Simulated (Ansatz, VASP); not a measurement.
## La2O: VASP beside Ansatz

Contents of INCAR:

```
SYSTEM = La2O
  PREC = Accurate
  ENCUT = 520
  EDIFF = 1E-7
  ISMEAR = 0
  SIGMA = 0.1
  LREAL = .False.
  LASPH = .True.
  NELM = 80
  ALGO = Normal
  ISIF = 2
  LWAVE = .False.
  LCHARG = .True.
  GGA = PE
  LELF = .True.
  LVHAR = .True.
  NBANDS = 21
```

The input KPOINTS:

```
regular mesh
0
Gamma
  6 6 6
  0 0 0
```

The input POSCAR:

```
La2O
1.0
    0.0000000000      3.0633696600      3.0633696600
    3.0633696600      0.0000000000      3.0633696600
    3.0633696600      3.0633696600      0.0000000000
La O
2 1
Direct
    0.2500000000      0.2500000000      0.2500000000
    0.7500000000      0.7500000000      0.7500000000
    0.0000000000      0.0000000000      0.0000000000
```

Input for Ansatz:

```yaml
crystal:
  lattice:
    - [0.0, 3.06336966, 3.06336966]
    - [3.06336966, 0.0, 3.06336966]
    - [3.06336966, 3.06336966, 0.0]
  atoms:
    - { symbol: La, position: [0.25, 0.25, 0.25] }
    - { symbol: La, position: [0.75, 0.75, 0.75] }
    - { symbol: O, position: [0.0, 0.0, 0.0] }
basis:
  ecutwfc: 420
kpoints:
  mp_grid: { grid: [6, 6, 6] }
hamiltonian:
  xc: pbe
scf:
  occupations: { method: gaussian, width: 0.1 }
  lower_state_search: "off"
output:
  forces: true
  stress: true
  eigenvalues: true
```

Change from the starting cell: species swapped into the TbO2 type (Fm-3m, No. 225).

Alike in both runs: task single point; functional PBE; k mesh 6 × 6 × 6; occupations gaussian, width 0.1 eV; no spin polarisation.

|  | VASP | Ansatz |
| --- | --- | --- |
| version | VASP 6.6.1 | Ansatz 0.2.0 |
| potentials or method | VASP PAW PBE potentials, release 64 (La, O), cutoff 520 eV | scalar-relativistic, plane waves, PAW |
| valence electrons in the cell | 28 | 28 |

Ansatz gave:

```
gap on the k mesh at the Fermi level (eV) : none
pressure (GPa)                            : 12.1
```

Problem. Estimate VASP's values.

Solution. gap on the k mesh at the Fermi level (eV): none; pressure (GPa): 12.0.

A gap of «none» marks a metal or a gap that the smearing closes.

Spin-orbit coupling is off throughout.
